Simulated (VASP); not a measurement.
# Ti (Fm-3m) in VASP: notebook, part 2 of 2

VASP 6.6.1. The steps go on from the part before.

## (3) Single point, LDA, collinear spin (15.05 Å³/atom)

File INCAR:

```
ALGO     = Normal         # electronic algorithm
EDIFF    = 1E-6           # SCF threshold, eV
ENCUT    = 520            # plane-wave cutoff, eV
ISIF     = 2              # what is computed and relaxed
ISMEAR   = 0              # smearing method
ISPIN    = 2              # spin polarisation
LASPH    = T              # aspherical terms in the spheres
LCHARG   = F              # write CHGCAR
LMAXMIX  = 4              # l up to which the mixer works
LORBIT   = 11             # projections on sites
LREAL    = F              # projectors in reciprocal space
LWAVE    = F              # write WAVECAR
MAGMOM   = 0.125          # initial moments
NBANDS   = 16             # bands
NELM     = 150            # most SCF steps
NUPDOWN  = 0.125          # fixed moment
PREC     = Accurate       # precision mode
SIGMA    = 0.15           # smearing width, eV
```

File KPOINTS:

```
k-points
0
Gamma
  22 22 22
```

File POSCAR:

```
Ti
1.0
    0.0000000000      1.9596931354      1.9596931354
    1.9596931354      0.0000000000      1.9596931354
    1.9596931354      1.9596931354      0.0000000000
Ti
1
Direct
    0.0000000000      0.0000000000      0.0000000000
```

Potentials or basis: VASP PAW LDA potentials, release 64 (Ti_sv).

The run is started by

```sh
> cat potpaw_LDA.64/Ti_sv/POTCAR > POTCAR
> mpirun -np 1 vasp_std > vasp.out
```

OUTCAR:

```text
EDIFF = 1E-6
   ENCUT = 520
   ISIF = 2
   ISMEAR = 0
   ISPIN = 2
   LASPH = T
   LORBIT = 11
   LREAL = F
   NELM = 150
   NUPDOWN = 0.125
   PREC = Accurate

 ion  position               nearest neighbor table
   1  0.000  0.000  0.000-

  LATTYP: Found a face centered cubic cell.
 ALAT       =     3.9193862708

  Lattice vectors:

 A1 = (   0.0000000000,   1.9596931354,   1.9596931354)
 A2 = (   1.9596931354,   0.0000000000,   1.9596931354)
 A3 = (   1.9596931354,   1.9596931354,   0.0000000000)

Analysis of symmetry for initial positions (statically):
=====================================================================
 Subroutine PRICEL returns:
 Original cell was already a primitive cell.

 Routine SETGRP: Setting up the symmetry group for a
 face centered cubic supercell.

 Subroutine GETGRP returns: Found 48 space group operations
 (whereof 48 operations were pure point group operations)
 out of a pool of 48 trial point group operations.

The static configuration has the point symmetry O_h .

Analysis of symmetry for dynamics (positions and initial velocities):
[... 636 lines left out ...]

 [... further k-points ...]

 spin component 2

 k-point     1 :       0.0000    0.0000    0.0000
  band No.  band energies     occupation
      1     -46.1832      1.00000
      2     -22.1932      1.00000
      3     -22.1932      1.00000
      4     -22.1932      1.00000
      5       3.3224      1.00000
      6      10.5532      0.00000
[... 435 lines left out ...]
      5       6.7610      1.00000
      6      10.2423      0.00000
[... 8 lines left out ...]
     15      34.4852      0.00000
     16      34.6199      0.00000

 [... further k-points ...]

------------------------ aborting loop because EDIFF is reached ----------------------------------------

  FORCE on cell =-STRESS in cart. coord.  units (eV):
  Direction    XX          YY          ZZ          XY          YZ          ZX
  --------------------------------------------------------------------------------------
  -------------------------------------------------------------------------------------
  Total        0.7827919      0.7827919      0.7827919      0.0000000      0.0000000     -0.0000000
  in kB       83.3225815     83.3225815     83.3225815      0.0000000      0.0000000     -0.0000000
  external PRESSURE =      83.3225815 kB  Pullay stress =       0.0000000 kB

 VOLUME and BASIS-vectors are now :
 -----------------------------------------------------------------------------
  energy-cutoff  :      520.00
  volume of cell :       15.05
      direct lattice vectors                 reciprocal lattice vectors
     0.000000000  1.959693135  1.959693135    -0.255141987  0.255141987  0.255141987
     1.959693135  0.000000000  1.959693135     0.255141987 -0.255141987  0.255141987
     1.959693135  1.959693135  0.000000000     0.255141987  0.255141987 -0.255141987

 POSITION                                       TOTAL-FORCE (eV/Angst)
 -----------------------------------------------------------------------------------
      0.00000      0.00000      0.00000         0.000000      0.000000      0.000000
 -----------------------------------------------------------------------------------
    total drift:                               -0.000000      0.000000     -0.000000

  FREE ENERGIE OF THE ION-ELECTRON SYSTEM (eV)
  ---------------------------------------------------
  free  energy   TOTEN  =        -8.4817445809 eV

  energy  without entropy=       -8.4652456729  energy(sigma->0) =       -8.47349513

 total charge

# of ion       s       p       d       tot
------------------------------------------
    1        2.280   6.139   2.053  10.473

 magnetization (x)

# of ion       s       p       d       tot
------------------------------------------
    1        0.001   0.010   0.079   0.090
```

stdout:

```text
POSCAR found type information on POSCAR Ti
 POSCAR found :  1 types and       1 ions
 scaLAPACK will be used
 LDA part: xc-table for (Slater(with rela. corr.)+CA(PZ))
 , standard interpolation
 POSCAR, INCAR and KPOINTS ok, starting setup
 FFT: planning ... GRIDC
 FFT: planning ... GRID_SOFT
 FFT: planning ... GRID
 WAVECAR not read
 entering main loop
```

Wall time 1.8 min (1 thread of Intel Xeon 8259CL, shared host); peak memory 0.22 GiB.

Results:

* Free energy: -8.4817 eV
* Pressure: 8.3 GPa
* Net moment: 0.12 μB per cell
* Site moments: Ti +0.09 μB
* Valence electrons inside the program's atomic spheres: Ti 10.47

Caveat: the cell stands under pressure; the total moment is fixed, so each spin has its own Fermi level and the state may be an excited one.

## (4) Single point, LDA, collinear spin (16.01 Å³/atom)

This run uses another cell than the first one, of 16.01 Å³/atom.

File INCAR:

```
PREC     = Accurate       # precision mode
ENCUT    = 520            # plane-wave cutoff, eV
EDIFF    = 1E-6           # SCF threshold, eV
ISMEAR   = 0              # smearing method
SIGMA    = 0.15           # smearing width, eV
LREAL    = False          # projectors in reciprocal space
LASPH    = True           # aspherical terms in the spheres
NELM     = 150            # most SCF steps
ALGO     = Normal         # electronic algorithm
ISIF     = 2              # what is computed and relaxed
LWAVE    = False          # write WAVECAR
LCHARG   = False          # write CHGCAR
ISPIN    = 2              # spin polarisation
MAGMOM   = 0.625          # initial moments
LORBIT   = 11             # projections on sites
NUPDOWN  = 0.625          # fixed moment
LMAXMIX  = 4              # l up to which the mixer works
GGA      = CA             # functional
NBANDS   = 16             # bands
```

File KPOINTS:

```
regular mesh
0
Gamma
  22 22 22
```

File POSCAR:

```
Ti
1.0
    0.0000000000      2.0005327171      2.0005327171
    2.0005327171      0.0000000000      2.0005327171
    2.0005327171      2.0005327171      0.0000000000
Ti
1
Direct
    0.0000000000      0.0000000000      0.0000000000
```

The run is started by

```sh
> cat potpaw_LDA.64/Ti_sv/POTCAR > POTCAR
> mpirun -np 1 vasp_std > vasp.out
```

Run time: 71 s. Hardware: 1 thread of Intel Xeon 6975P-C (Granite Rapids), shared host; peak memory 0.23 GiB.

It converged, with:

- Free energy: -8.4474 eV
- Pressure: 1.4 GPa
- Net moment: 0.62 μB per cell
- Site moments: Ti +0.44 μB
- Valence electrons inside the program's atomic spheres: Ti 10.39

Caveat: the total moment is fixed, so each spin has its own Fermi level and the state may be an excited one.

## (5) Single point, LDA, collinear spin (16.97 Å³/atom)

This run uses another cell than the first one, of 16.97 Å³/atom.

File INCAR:

```
ALGO     = Normal         # electronic algorithm
EDIFF    = 1E-7           # SCF threshold, eV
ENCUT    = 520            # plane-wave cutoff, eV
ISIF     = 2              # what is computed and relaxed
ISMEAR   = 0              # smearing method
ISPIN    = 2              # spin polarisation
LASPH    = True           # aspherical terms in the spheres
LCHARG   = True           # write CHGCAR
LELF     = True           # ELF
LMAXMIX  = 4              # l up to which the mixer works
LORBIT   = 11             # projections on sites
LREAL    = False          # projectors in reciprocal space
LVHAR    = True         
LWAVE    = False          # write WAVECAR
MAGMOM   = 0.25           # initial moments
NBANDS   = 16             # bands
NELM     = 150            # most SCF steps
NUPDOWN  = 0.25           # fixed moment
PREC     = Accurate       # precision mode
SIGMA    = 0.15           # smearing width, eV
```

File KPOINTS:

```
k-points
0
Gamma
  22 22 22
```

File POSCAR:

```
Ti
1.0
    0.0000000000      2.0397865982      2.0397865982
    2.0397865982      0.0000000000      2.0397865982
    2.0397865982      2.0397865982      0.0000000000
Ti
1
Direct
    0.0000000000      0.0000000000      0.0000000000
```

The run is started by

```sh
> cat potpaw_LDA.64/Ti_sv/POTCAR > POTCAR
> mpirun -np 1 vasp_std > vasp.out
```

Wall time 93 s (1 thread of Intel Xeon 6975P-C (Granite Rapids), shared host); peak memory 0.23 GiB.

The run converged. Its results:

```yaml
Free_energy: -8.4800 eV
Pressure: -6.3 GPa
Net_moment: 0.25 μB per cell
Site_moments: Ti +0.17 μB
Valence_electrons_inside_the_program's_atomic_spheres: Ti 10.31
```

Caveat: the cell stands under tension; the total moment is fixed, so each spin has its own Fermi level and the state may be an excited one.

## (6) Summary

| fixed moment (μB) | cell | pressure (GPa) | moment (μB) |
| --- | --- | --- | --- |
| 0.5 | a = 2.771 Å, angles 60.0°, 1 atom | 9.4 | 0.50 |
| 0.125 | a = 2.771 Å, angles 60.0°, 1 atom | 8.3 | 0.12 |
| 0.625 | a = 2.829 Å, angles 60.0°, 1 atom | 1.4 | 0.62 |
| 0.25 | a = 2.885 Å, angles 60.0°, 1 atom | -6.3 | 0.25 |

Alike in all rows: task single point; level LDA; potentials or basis VASP PAW LDA potentials, release 64 (Ti_sv); spin collinear; k mesh 22 × 22 × 22; cutoff (eV) 520; smearing gaussian 0.15 eV.

Caveats: the total moment is fixed, so each spin has its own Fermi level and the state may be an excited one; the cell stands under pressure (at least some runs); the cell stands under tension (at least some runs).

Absolute energies hang on the potentials; compare differences alone.
